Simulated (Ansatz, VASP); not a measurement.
# Br in VASP and in Ansatz

Contents of INCAR:

```
  ALGO = Normal
  EDIFF = 1E-6
  ENCUT = 500
  GGA_COMPAT = False
  ISIF = 2
  ISMEAR = 1
  LASPH = True
  LCHARG = False
  LREAL = False
  LWAVE = False
  NBANDS = 18
  NELM = 120
  PREC = Accurate
  SIGMA = 0.05
```

File KPOINTS:

```
k-points
0
Gamma
  3 3 3
```

File POSCAR:

```
Br
1.0
    4.5976403800      0.0000000000      0.0000000000
    0.0000000000      4.5976403800      0.0000000000
    0.0000000000      0.0000000000      4.5976403800
Br
3
Direct
    0.4999612369     -0.0011490557      0.0005127474
    0.0008952754      0.5003281554     -0.0004251002
   -0.0008565124      0.0008209004      0.4999123528
```

Input for Ansatz:

```yaml
crystal:
  lattice:
    - [4.59764038, 0.0, 0.0]
    - [0.0, 4.59764038, 0.0]
    - [0.0, 0.0, 4.59764038]
  atoms:
    - { symbol: Br, position: [0.499961236932925, -0.0011490557169250865, 0.0005127474087305028] }
    - { symbol: Br, position: [0.0008952754323040648, 0.5003281553555885, -0.00042510016157816695] }
    - { symbol: Br, position: [-0.0008565123695875147, 0.0008209003627790612, 0.4999123527558079] }
basis:
  ecutwfc: 470.0
kpoints:
  mp_grid:
    grid: [3, 3, 3]
hamiltonian:
  xc: lda
scf:
  convergence:
    dr2_threshold: 1.0e-08
  occupations:
    method: methfessel_paxton
    width: 0.05
output:
  forces: true
```

Alike in both runs: task single point; functional LDA; k mesh 3 × 3 × 3; occupations methfessel-paxton of order 1, width 0.05 eV; no spin polarisation.

|  | VASP | Ansatz |
| --- | --- | --- |
| version | VASP 6.6.1 | Ansatz 0.2.0 |
| potentials or method | VASP PAW LDA potentials, release 64 (Br), cutoff 500 eV | plane waves, PAW |
| valence electrons in the cell | 21 | 21 |

|  | VASP | Ansatz | Ansatz less VASP |
| --- | --- | --- | --- |
| rms of the force components (eV/Å) | 0.006 | 0.006 | -0.0001 |

LDA's correlation is that of Perdew and Zunger in VASP and of Perdew and Wang (1992) in Ansatz. Atom by atom the forces differ by 0.000 eV/Å (rms over components).

The k mesh is coarse, so the values compare programs but aren't converged.
